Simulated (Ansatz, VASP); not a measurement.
# SnTe2: VASP beside Ansatz

The input INCAR:

```
ALGO     = Normal         # electronic algorithm
EDIFF    = 1E-6           # SCF threshold, eV
EDIFFG   = -0.01          # ionic threshold
ENCUT    = 600            # plane-wave cutoff, eV
GGA      = PE             # functional
IBRION   = 2              # ionic algorithm
ISIF     = 3              # what is computed and relaxed
ISMEAR   = 0              # smearing method
IVDW     = 12             # dispersion correction
LASPH    = True           # aspherical terms in the spheres
LCHARG   = False          # write CHGCAR
LREAL    = False          # projectors in reciprocal space
LWAVE    = False          # write WAVECAR
NELM     = 60             # most SCF steps
NSW      = 100            # ionic steps
PREC     = Accurate       # precision mode
SIGMA    = 0.1            # smearing width, eV
```

Contents of KPOINTS:

```
k-points
0
Gamma
  12 12 4
```

Contents of POSCAR:

```
SnTe2
1.0
    4.1910939000      0.0000000000      0.0000000000
   -2.0955470000      3.6295938000      0.0000000000
    0.0000000000      0.0000000000     12.0158787000
Sn Te
2 4
Direct
    0.3333333000      0.6666667000      0.1202110000
    0.6666667000      0.3333333000      0.6202110000
    0.6666667000      0.3333333000      0.9743190000
    0.0000000000      0.0000000000      0.2712600000
    0.3333333000      0.6666667000      0.4743190000
    0.0000000000      0.0000000000      0.7712600000
```

Input for Ansatz:

```yaml
crystal:
  lattice:
    - [4.1910939, 0.0, 0.0]
    - [-2.095547, 3.6295938, 0.0]
    - [0.0, 0.0, 12.0158787]
  atoms:
    - { symbol: Sn, position: [0.3333333, 0.6666667, 0.120211] }
    - { symbol: Sn, position: [0.6666667, 0.3333333, 0.620211] }
    - { symbol: Te, position: [0.6666667, 0.3333333, 0.974319] }
    - { symbol: Te, position: [0.0, 0.0, 0.27126] }
    - { symbol: Te, position: [0.3333333, 0.6666667, 0.474319] }
    - { symbol: Te, position: [0.0, 0.0, 0.77126] }
basis:
  ecutwfc: 420
kpoints:
  mp_grid: { grid: [12, 12, 4] }
hamiltonian:
  xc: pbe
  dispersion: d3bj
scf:
  occupations: { method: gaussian, width: 0.1 }
output:
  forces: true
  stress: true
  eigenvalues: true
relax:
  adjacent_minimum: "off"
  f_tol: 0.01
  max_steps: 80
  cell: { stress_tol: 0.05 }
```

Alike in both runs: task relaxation of cell and atoms; functional PBE; dispersion D3(BJ); k mesh 12 × 12 × 4; occupations gaussian, width 0.1 eV; no spin polarisation.

|  | VASP | Ansatz |
| --- | --- | --- |
| version | VASP 6.6.1 | Ansatz 0.2.0 |
| potentials or method | VASP PAW PBE potentials, release 64 (Sn_d, Te), cutoff 600 eV | scalar-relativistic, plane waves, PAW |
| valence electrons in the cell | 52 | 92 |

```csv
,VASP,Ansatz,Ansatz less VASP
"gap on the k mesh at the Fermi level, each at its own relaxed structure (eV)",none,none,-
relaxed volume (Å³/atom),30.45,30.46,+0.017
relaxed cell length with the largest relative difference (Å),4.190,4.191,+0.0009
```

A gap of «none» marks a metal or a gap that the smearing closes. VASP's potentials hold 52 valence electrons a cell and Ansatz's 92, so a difference there can come from the potentials and not from the codes.

Neither program's run includes spin-orbit coupling.
